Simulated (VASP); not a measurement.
Runs of VASP 6.6.1 on Si3C. The structure is that of space group P-6m2 (No. 187), or close to it. The cells are those of the table. 

```tsv
task	spin	cell	k mesh	cutoff (eV)	gap on the mesh (eV)	pressure (GPa)	moment (μB)	relaxed volume (Å³/atom)	largest force (eV/Å)
single point	collinear, ferromagnetic start	a = 2.800, b = 2.800, c = 7.645 Å, angles 90.0, 90.0, 120.0°, 4 atoms	6 × 6 × 2	600	none	-0.1	0.00	-	0.03
relaxation of cell and atoms	off	relaxed from a = 2.800, b = 2.800, c = 7.645 Å, angles 90.0, 90.0, 120.0°, 4 atoms	18 × 18 × 6	600	none	0.0	-	(a)	-
single point	off	a = 2.905, b = 2.905, c = 6.547 Å, angles 90.0, 90.0, 120.0°, 4 atoms	18 × 18 × 8	520	none	0.0	-	-	0.01
single point	off	a = 2.888, b = 2.888, c = 6.653 Å, angles 90.0, 90.0, 120.0°, 4 atoms	18 × 18 × 6	520	none	0.0	-	-	0.01
relaxation of cell and atoms	off	relaxed from a = 2.749, b = 2.749, c = 8.923 Å, angles 90.0, 90.0, 120.0°, 4 atoms	6 × 6 × 2	600	none	-0.2	-	13.00	0.02
single point	collinear, ferromagnetic start	a = 2.749, b = 2.749, c = 8.923 Å, angles 90.0, 90.0, 120.0°, 4 atoms	6 × 6 × 2	600	none	-12.2	0.00	-	1.65
single point	off	a = 2.749, b = 2.749, c = 8.923 Å, angles 90.0, 90.0, 120.0°, 4 atoms	6 × 6 × 2	520	none	-12.2	-	-	1.65
single point	off	a = 2.800, b = 2.800, c = 7.645 Å, angles 90.0, 90.0, 120.0°, 4 atoms	6 × 6 × 2	520	none	0.0	-	-	0.03
relaxation of cell and atoms	off	relaxed from a = 2.888, b = 2.888, c = 6.653 Å, angles 90.0, 90.0, 120.0°, 4 atoms	18 × 18 × 8	600	none	-0.1	-	11.96	0.01
```

Alike in all rows: level PBE; potentials or basis VASP PAW PBE potentials, release 64 (Si, C); smearing gaussian 0.1 eV.

Q: Estimate the missing entries.

A: (a) 12.01.

Caveats: some runs use coarse meshes; forces of over 1 eV/Å act on the atoms, so gaps and moduli don't describe the material at rest (some runs).

A gap of «none» marks levels without a gap at the run's occupations.
